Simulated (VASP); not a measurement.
# BN (R3m) in VASP: notebook

Runs on BN. Level: PBEsol. Tasks: single point.

Everything below comes from runs of VASP 6.6.1. Logs are shortened: lines on timing, memory, paths and dates and some standing lists are left out, and cuts for length are marked.

## Step 1: The cell of the first run

Symmetry: R3m, No. 160, trigonal system. The conventional cell has a = 2.502 Å, b = 2.502 Å, c = 10.119 Å, α = 90.00°, β = 90.00°, γ = 120.00°. Within 1.9 Å of B (site symmetry 3m) lie 3 N at 1.45 Å. N (site symmetry 3m) has 3 B at 1.45 Å within 1.9 Å.

## Step 2: Single point, PBEsol (mode 4 (749.1 1/cm) frozen in, largest displacement -0.090 Å)

The input, INCAR:

```
PREC = Accurate
ENCUT = 520
EDIFF = 1E-6
ISMEAR = 0
SIGMA = 0.05
LREAL = False
LASPH = True
NELM = 100
ALGO = Normal
ISIF = 2
LWAVE = False
LCHARG = True
GGA = PS
LELF = True
LVHAR = True
NBANDS = 11
```

The input, KPOINTS:

```
regular mesh
0
Gamma
  12 12 12
```

The input, POSCAR:

```
BN
1.0
    1.2511217832      0.7223354983      3.3729344033
   -1.2511217832      0.7223354983      3.3729344033
    0.0000000000     -1.4446709967      3.3729344033
B N
1 1
Direct
    0.9907768675      0.9907768675      0.9907768675
    0.3396260632      0.3396260632      0.3396260632
```

Potentials or basis: VASP PAW PBE potentials, release 64 (B, N).

Run with:

```bash
> cat potpaw_PBE.64/B/POTCAR potpaw_PBE.64/N/POTCAR > POTCAR
> mpirun -np 1 vasp_std > vasp.out
```

OUTCAR:

```text
PREC = Accurate
   ENCUT = 520
   EDIFF = 1E-6
   ISMEAR = 0
   LREAL = False
   LASPH = True
   NELM = 100
   ISIF = 2
   GGA = PS

 ion  position               nearest neighbor table
   1  0.991  0.991  0.991-   2 1.45   2 1.45   2 1.45
   2  0.340  0.340  0.340-   1 1.45   1 1.45   1 1.45

  LATTYP: Found a trigonal (rhomboedric) cell.
 ALAT       =     3.6692997666
 COS(alpha) =     0.7674786796

  Lattice vectors:

 A1 = (   1.2511217832,   0.7223354983,   3.3729344033)
 A2 = (  -1.2511217832,   0.7223354983,   3.3729344033)
 A3 = (   0.0000000000,  -1.4446709967,   3.3729344033)

Analysis of symmetry for initial positions (statically):
=====================================================================
 Subroutine PRICEL returns:
 Original cell was already a primitive cell.

 Routine SETGRP: Setting up the symmetry group for a
 trigonal (rhombohedral) supercell.

 Subroutine GETGRP returns: Found  6 space group operations
 (whereof  6 operations were pure point group operations)
 out of a pool of 12 trial point group operations.

The static configuration has the point symmetry C_3v.

Analysis of symmetry for dynamics (positions and initial velocities):
=====================================================================
 Subroutine PRICEL returns:
 Original cell was already a primitive cell.

 Routine SETGRP: Setting up the symmetry group for a
 trigonal (rhombohedral) supercell.

 Subroutine GETGRP returns: Found  6 space group operations
 (whereof  6 operations were pure point group operations)
 out of a pool of 12 trial point group operations.

The dynamic configuration has the point symmetry C_3v.

 Subroutine INISYM returns: Found  6 space group operations
 (whereof  6 operations are pure point group operations),
 and found     1 'primitive' translations

----------------------------------------------------------------------------------------

                                     Primitive cell

  volume of cell :      18.2893

  direct lattice vectors                    reciprocal lattice vectors
     1.251121783  0.722335498  3.372934403     0.399641351  0.230733042  0.098825916
    -1.251121783  0.722335498  3.372934403    -0.399641351  0.230733042  0.098825916
     0.000000000 -1.444670997  3.372934403     0.000000000 -0.461466083  0.098825916

  length of vectors
     3.669299767  3.669299767  3.669299767     0.471929558  0.471929558  0.471929558

  position of ions in fractional coordinates (direct lattice)
     0.990776868  0.990776868  0.990776868
     0.339626063  0.339626063  0.339626063

  ion indices of the primitive-cell ions
   primitive index   ion index
                 1           1
                 2           2

----------------------------------------------------------------------------------------

 KPOINTS: regular mesh

Automatic generation of k-mesh.
 Grid dimensions read from file:
 generate k-points for:   12   12   12

 Generating k-lattice:

  Cartesian coordinates                     Fractional coordinates (reciprocal lattice)
     0.033303446  0.019227753  0.008235493     0.083333333  0.000000000  0.000000000
    -0.033303446  0.019227753  0.008235493     0.000000000  0.083333333  0.000000000
     0.000000000 -0.038455507  0.008235493     0.000000000  0.000000000  0.083333333

  Length of vectors
     0.039327463  0.039327463  0.039327463

  Shift w.r.t. Gamma in fractional coordinates (k-lattice)
     0.000000000  0.000000000  0.000000000

 Subroutine IBZKPT returns following result:
 ===========================================

 Found    189 irreducible k-points:

 Following reciprocal coordinates:
            Coordinates               Weight
  0.000000  0.000000  0.000000      1.000000
  0.083333  0.000000 -0.000000      6.000000
  0.166667  0.000000  0.000000      6.000000
  0.250000  0.000000 -0.000000      6.000000
  0.333333 -0.000000 -0.000000      6.000000
  0.416667 -0.000000 -0.000000      6.000000
[... 16 lines left out ...]
  0.500000  0.166667  0.000000     12.000000
 -0.416667  0.166667  0.000000     12.000000
 [... further k-points ...]
   k-points           NKPTS =    189   k-points in BZ     NKDIM =    189   number of bands    NBANDS=     11
   number of dos      NEDOS =    301   number of ions     NIONS =      2
   total plane-waves  NPLWV =  21952
   dimension x,y,z NGX =    28 NGY =   28 NGZ =   28
   dimension x,y,z NGXF=    56 NGYF=   56 NGZF=   56
   ions per type =               1   1
   NGX,Y,Z   is equivalent  to a cutoff of  12.69, 12.69, 12.69 a.u.
   NGXF,Y,Z  is equivalent  to a cutoff of  25.37, 25.37, 25.37 a.u.
 SYSTEM =  unknown system
   PREC   = accura    normal or accurate (medium, high low for compatibility)
   ISTART =      0    job   : 0-new  1-cont  2-samecut
   ICHARG =      2    charge: 1-file 2-atom 10-const
   ISPIN  =      1    spin polarized calculation?
   LNONCOLLINEAR =      F non collinear calculations
   LSORBIT =      F    spin-orbit coupling
   LASPH  =      T    aspherical Exc in radial PAW
   ENCUT  =  520.0 eV  38.22 Ry    6.18 a.u.   6.82  6.82  6.82*2*pi/ulx,y,z
   NELM   =    100;   NELMIN=  2; NELMDL= -5     # of ELM steps
   EDIFF  = 0.1E-05   stopping-criterion for ELM
   LREAL  =      F    real-space projection
   EDIFFG = 0.1E-04   stopping-criterion for IOM
   NSW    =      0    number of steps for IOM
   IBRION =     -1    ionic relax: 0-MD 1-quasi-New 2-CG
   NFREE  =      0    steps in history (QN), initial steepest desc. (CG)
   ISIF   =      2    stress and relaxation
   ISYM   =      2    0-nonsym 1-usesym 2-fastsym
   POTIM  = 0.5000    time-step for ionic-motion
   TEBEG  =    0.0;   TEEND  =   0.0 temperature during run
   PSTRESS=    0.0 pullay stress
   NELECT =       8.0000    total number of electrons
   NUPDOWN=      -1.0000    fix difference up-down
   EMIN   =  10.00;   EMAX   =-10.00  energy-range for DOS
   EFERMI =   0.00;   METHOD = LEGACY
   ISMEAR =     0;   SIGMA  =   0.05  broadening in eV -4-tet -1-fermi 0-gaus
   EFERMI_NEDOS =   21; number of points for ismear=-14 and -15
   IALGO  =     38    algorithm
   IMIX   =      4    mixing-type and parameters
     AMIX     =   0.40;   BMIX     =  1.00
     AMIX_MAG =   1.60;   BMIX_MAG =  1.00
  volume/ion in A,a.u.               =       9.14        61.71
  Fermi-wavevector in a.u.,A,eV,Ry     =   1.242717  2.348395 21.012099  1.544346
  Thomas-Fermi vector in A             =   2.377059
   LORBIT       =      0    0 simple, 1 ext, 2 COOP (PROOUT), +10 PAW based schemes
   GGA     = PS    functional components
   LHFCALC =     F    Hartree Fock is set to
   AEXX    =    0.0000 exact exchange contribution
   IVDW    =     0    specifies the selected vdW correction
   LEPSILON=     F    determine dielectric tensor
   LRPA    =     F    only Hartree local field effects (RPA)
 non-spin polarized calculation
 Gauss-broadening in eV      SIGMA  =   0.05
  energy-cutoff  :      520.00
  volume of cell :       18.29
 maximum number of plane-waves:       517
   NGX = 13   NGY = 13   NGZ = 13

 number of electron       7.9999999 magnetization

 Free energy of the ion-electron system (eV)
  ---------------------------------------------------
  ext. energy  EPLUGINS =         0.00000000
  ---------------------------------------------------
  free energy    TOTEN  =       -18.12329368 eV

  energy without entropy =      -18.12329368  energy(sigma->0) =      -18.12329368

 E-fermi :   2.3449     XC(G=0): -10.2431

 val. band max:        2.0391863977   @ k =  -0.3333   0.3333   0.0000
 cond. band min:       5.8748050128   @ k =   0.5000   0.5000  -0.0000
 fundamental gap:      3.8356186151
 Fermi energy:         2.3448668482

 k-point     1 :       0.0000    0.0000    0.0000
  band No.  band energies     occupation
      1     -15.6279      2.00000
      2      -2.0637      2.00000
      3       0.9780      2.00000
      4       0.9780      2.00000
      5       6.6156      0.00000
      6      13.7098      0.00000
      7      13.7098      0.00000
      8      15.3348      0.00000
      9      16.8335      0.00000
     10      27.7552      0.00000
     11      29.5534      0.00000

 k-point     2 :       0.0833    0.0000   -0.0000
  band No.  band energies     occupation
      1     -15.4883      2.00000
      2      -1.9204      2.00000
      3       0.3997      2.00000
      4       0.7194      2.00000
      5       6.8814      0.00000
      6      13.6184      0.00000
      7      14.2886      0.00000
      8      14.9867      0.00000
      9      17.1902      0.00000
     10      27.3938      0.00000
     11      28.2113      0.00000

 k-point     3 :       0.1667    0.0000    0.0000
  band No.  band energies     occupation
      1     -15.0772      2.00000
      2      -1.5242      2.00000
      3      -1.0154      2.00000
      4       0.0902      2.00000
      5       7.5709      0.00000
      6      13.2379      0.00000
      7      14.0884      0.00000
      8      15.8462      0.00000
      9      18.1839      0.00000
     10      24.6113      0.00000
     11      27.2437      0.00000

 k-point     4 :       0.2500    0.0000   -0.0000
  band No.  band energies     occupation
      1     -14.4223      2.00000
      2      -2.8926      2.00000
      3      -0.7837      2.00000
      4      -0.6384      2.00000
      5       8.4804      0.00000
      6      11.9884      0.00000
      7      13.6832      0.00000
      8      17.9883      0.00000
      9      19.2834      0.00000
     10      22.3448      0.00000
     11      25.8053      0.00000
[... 239 lines left out ...]
 k-point    22 :       0.4167    0.1667    0.0000
  band No.  band energies     occupation
      1     -13.2196      2.00000
      2      -4.6996      2.00000
      3      -2.5185      2.00000
      4       0.1725      2.00000
      5       8.6176      0.00000
      6      12.6266      0.00000
      7      15.1507      0.00000
      8      17.1564      0.00000
      9      19.2641      0.00000
     10      21.7962      0.00000
     11      25.1175      0.00000

 k-point    23 :       0.5000    0.1667    0.0000
  band No.  band energies     occupation
      1     -12.4565      2.00000
      2      -5.9377      2.00000
      3      -3.0342      2.00000
      4       1.0954      2.00000
      5       7.7153      0.00000
      6      13.1200      0.00000
      7      15.6526      0.00000
      8      16.8257      0.00000
      9      19.1403      0.00000
     10      21.6199      0.00000
     11      25.4561      0.00000

 k-point    24 :      -0.4167    0.1667    0.0000
  band No.  band energies     occupation
      1     -12.1170      2.00000
      2      -6.4584      2.00000
      3      -3.2052      2.00000
      4       1.6852      2.00000
      5       7.1839      0.00000
      6      13.0806      0.00000
      7      15.8794      0.00000
      8      16.1240      0.00000
      9      19.3998      0.00000
     10      22.1677      0.00000
     11      25.3536      0.00000

 [... further k-points ...]

------------------------ aborting loop because EDIFF is reached ----------------------------------------

  FORCE on cell =-STRESS in cart. coord.  units (eV):
  Direction    XX          YY          ZZ          XY          YZ          ZX
  --------------------------------------------------------------------------------------
  -------------------------------------------------------------------------------------
  Total        0.0361809      0.0361809     -0.3012704      0.0000000      0.0000000      0.0000000
  in kB        3.1695141      3.1695141    -26.3918216      0.0000000      0.0000000      0.0000000
  external PRESSURE =      -6.6842645 kB  Pullay stress =       0.0000000 kB

 VOLUME and BASIS-vectors are now :
 -----------------------------------------------------------------------------
  energy-cutoff  :      520.00
  volume of cell :       18.29
      direct lattice vectors                 reciprocal lattice vectors
     1.251121783  0.722335498  3.372934403     0.399641351  0.230733042  0.098825916
    -1.251121783  0.722335498  3.372934403    -0.399641351  0.230733042  0.098825916
     0.000000000 -1.444670997  3.372934403     0.000000000 -0.461466083  0.098825916

 POSITION                                       TOTAL-FORCE (eV/Angst)
 -----------------------------------------------------------------------------------
      0.00000     -0.00000     10.02548         0.000000     -0.000000      2.034264
      0.00000     -0.00000      3.43661         0.000000      0.000000     -2.034264
 -----------------------------------------------------------------------------------
    total drift:                                0.000000     -0.000000      0.000320

  FREE ENERGIE OF THE ION-ELECTRON SYSTEM (eV)
  ---------------------------------------------------
  free  energy   TOTEN  =       -18.1232936813 eV

  energy  without entropy=      -18.1232936813  energy(sigma->0) =      -18.12329368
```

Wall time 34 s (1 thread of Intel Xeon 6975P-C (Granite Rapids), shared host); peak memory 0.17 GiB.

Results:

| Quantity | Value |
| --- | --- |
| Free energy | -18.1233 eV |
| Pressure | -0.7 GPa |
| Largest force | 2.034 eV/Å |
| Band gap on the k mesh | 3.84 eV, indirect (least direct gap 4.52 eV) |

Forces on the atoms (eV/Å):
```
B    0.000  0.000  2.034
N    0.000  0.000 -2.034
```

Caveat: the cell differs from its parent crystal (mode 4 (749.1 1/cm) frozen in, largest displacement -0.090 Å); the PAW data sets were made with another functional, which shifts forces and pressure a little. A k mesh can miss the band edges.

## Step 3: Single point, PBEsol (mode 4 (749.1 1/cm) frozen in, largest displacement +0.060 Å)

The input, INCAR:

```
PREC = Accurate ; ENCUT = 520
EDIFF = 1E-7 ; ISMEAR = 0
SIGMA = 0.05 ; LREAL = F
LASPH = T ; NELM = 60
ALGO = Normal ; ISIF = 2
LWAVE = F ; LCHARG = T
GGA = PS ; LELF = T
LVHAR = T ; NBANDS = 11
```

KPOINTS is that of step 2.

The input, POSCAR:

```
BN
1.0
    1.2511217832      0.7223354983      3.3729344033
   -1.2511217832      0.7223354983      3.3729344033
    0.0000000000     -1.4446709967      3.3729344033
B N
1 1
Direct
    1.0056007550      1.0056007550      1.0056007550
    0.3281856246      0.3281856246      0.3281856246
```

Potentials or basis: VASP PAW PBE potentials, release 64 (B, N).

Run with:

```bash
> cat potpaw_PBE.64/B/POTCAR potpaw_PBE.64/N/POTCAR > POTCAR
> mpirun -np 1 vasp_std > vasp.out
```

Wall time 28 s (1 thread of Intel Xeon 6975P-C (Granite Rapids), shared host); peak memory 0.17 GiB.

The run converged. Its results:

- Free energy: -18.2129 eV
- Pressure: 0.1 GPa
- Largest force: 1.346 eV/Å
- Band gap on the k mesh: 4.28 eV, indirect (least direct gap 4.65 eV)

Forces on the atoms (eV/Å):
```
B    0.000  0.000 -1.346
N    0.000  0.000  1.346
```

Stress tensor (GPa, compression positive):
```
 1.01  0.00  0.00
 0.00  1.01  0.00
 0.00  0.00 -1.59
```

Levels at points of the mesh, in eV from the valence-band top:
| k point | band 2 | band 3 | band 4 | band 5 | band 6 | band 7 |
| --- | --- | --- | --- | --- | --- | --- |
| (0.00, 0.00, 0.00) | -4.13 | -1.15 | -1.15 | 4.79 | 11.65 | 11.65 |
| (0.50, 0.00, 0.00) | -8.88 | -3.94 | -0.52 | 4.95 | 9.97 | 12.82 |
| (0.50, 0.50, 0.00) | -8.75 | -4.00 | -1.22 | 4.28 | 9.84 | 13.82 |
| (0.50, 0.50, 0.50) | -6.18 | -1.17 | -1.17 | 9.79 | 11.61 | 11.61 |

Caveat: the cell differs from its parent crystal (mode 4 (749.1 1/cm) frozen in, largest displacement +0.060 Å); the PAW data sets were made with another functional, which shifts forces and pressure a little. A k mesh can miss the band edges.

## Step 4: Single point, PBEsol (mode 4 (749.1 1/cm) frozen in, largest displacement -0.030 Å)

The input, INCAR:

```
SYSTEM = BN
PREC     = Accurate       ! precision mode
ENCUT    = 520            ! plane-wave cutoff, eV
EDIFF    = 1E-6           ! SCF threshold, eV
ISMEAR   = 0              ! smearing method
SIGMA    = 0.05           ! smearing width, eV
LREAL    = .FALSE.        ! projectors in reciprocal space
LASPH    = .TRUE.         ! aspherical terms in the spheres
NELM     = 100            ! most SCF steps
ALGO     = Normal         ! electronic algorithm
ISIF     = 2              ! what is computed and relaxed
LWAVE    = .FALSE.        ! write WAVECAR
LCHARG   = .FALSE.        ! write CHGCAR
GGA      = PS             ! functional
NBANDS   = 11             ! bands
```

The input, KPOINTS:

```
Automatic mesh
0
G
  12 12 12
  0 0 0
```

The input, POSCAR:

```
BN
1.0
    1.2511217832      0.7223354983      3.3729344033
   -1.2511217832      0.7223354983      3.3729344033
    0.0000000000     -1.4446709967      3.3729344033
B N
1 1
Direct
    0.9967064225      0.9967064225      0.9967064225
    0.3350498877      0.3350498877      0.3350498877
```

Run with:

```bash
> cat potpaw_PBE.64/B/POTCAR potpaw_PBE.64/N/POTCAR > POTCAR
> mpirun -np 1 vasp_std > vasp.out
```

Run time: 26 s. Hardware: 1 thread of Intel Xeon 6975P-C (Granite Rapids), shared host; peak memory 0.17 GiB.

Results (log left out):

| Item | Value |
| --- | --- |
| Free energy | -18.2668 eV |
| Pressure | 0.9 GPa |
| Largest force | 0.671 eV/Å |
| Band gap on the k mesh | 4.09 eV, indirect (least direct gap 4.61 eV) |

Forces in eV/Å, atoms in the order of the input:
```
B    0.000  0.000  0.671
N    0.000  0.000 -0.671
```

Stress tensor (GPa, compression positive):
```
1.22 0.00 0.00
0.00 1.22 0.00
0.00 0.00 0.12
```

Levels at points of the mesh, in eV from the valence-band top:
```csv
k point,band 1,band 2,band 3,band 4,band 5,band 6,band 7,band 8
"(0.00, 0.00, 0.00)",-17.73,-4.20,-1.24,-1.24,4.92,11.65,11.65,13.15
"(0.50, 0.00, 0.00)",-14.51,-8.93,-4.04,-0.63,5.29,9.79,12.91,14.70
"(0.50, 0.50, 0.00)",-14.44,-8.81,-4.10,-1.16,4.09,9.86,14.14,17.42
"(0.50, 0.50, 0.50)",-17.46,-6.21,-1.26,-1.26,9.92,11.56,11.56,12.27
```

Caveat: the cell differs from its parent crystal (mode 4 (749.1 1/cm) frozen in, largest displacement -0.030 Å); the PAW data sets were made with another functional, which shifts forces and pressure a little. A k mesh can miss the band edges.

## Step 5: Single point, PBEsol (mode 4 (749.1 1/cm) frozen in, largest displacement +0.105 Å)

The input, INCAR:

```
  ALGO = Normal
  EDIFF = 1E-6
  ENCUT = 520
  GGA = PS
  ISIF = 2
  ISMEAR = 0
  LASPH = T
  LCHARG = F
  LREAL = F
  LWAVE = F
  NBANDS = 11
  NELM = 100
  PREC = Accurate
  SIGMA = 0.05
```

The input, KPOINTS:

```
k-points
0
Gamma
  12 12 12
```

The input, POSCAR:

```
BN
1.0
    1.2511217832      0.7223354983      3.3729344033
   -1.2511217832      0.7223354983      3.3729344033
    0.0000000000     -1.4446709967      3.3729344033
B N
1 1
Direct
    1.0100479212      1.0100479212      1.0100479212
    0.3247534930      0.3247534930      0.3247534930
```

Run with:

```bash
> cat potpaw_PBE.64/B/POTCAR potpaw_PBE.64/N/POTCAR > POTCAR
> mpirun -np 1 vasp_std > vasp.out
```

Wall time 28 s (1 thread of Intel Xeon 6975P-C (Granite Rapids), shared host); peak memory 0.18 GiB.

Results (log left out):

```
Free energy            : -18.0652 eV
Pressure               : -1.5 GPa
Largest force          : 2.360 eV/Å
Band gap on the k mesh : 4.27 eV, indirect (least direct gap 4.63 eV)
```

Forces on the atoms (eV/Å):
```
B    0.000  0.000 -2.360
N    0.000  0.000  2.360
```

Stress tensor (GPa, compression positive):
```
 0.29  0.00  0.00
 0.00  0.29  0.00
 0.00  0.00 -5.17
```

Levels at points of the mesh, in eV from the valence-band top:
```tsv
k point	band 1	band 2	band 3	band 4	band 5	band 6	band 7	band 8
(0.00, 0.00, 0.00)	-17.62	-4.03	-0.95	-0.95	4.43	11.64	11.64	13.23
(0.50, 0.00, 0.00)	-14.35	-8.79	-3.75	-0.45	4.67	10.01	12.80	15.79
(0.50, 0.50, 0.00)	-14.28	-8.65	-3.81	-1.25	4.27	9.81	13.55	17.72
(0.50, 0.50, 0.50)	-17.34	-6.16	-0.98	-0.98	9.43	11.62	11.62	12.63
```

Caveat: the cell differs from its parent crystal (mode 4 (749.1 1/cm) frozen in, largest displacement +0.105 Å); the PAW data sets were made with another functional, which shifts forces and pressure a little. A k mesh can miss the band edges.
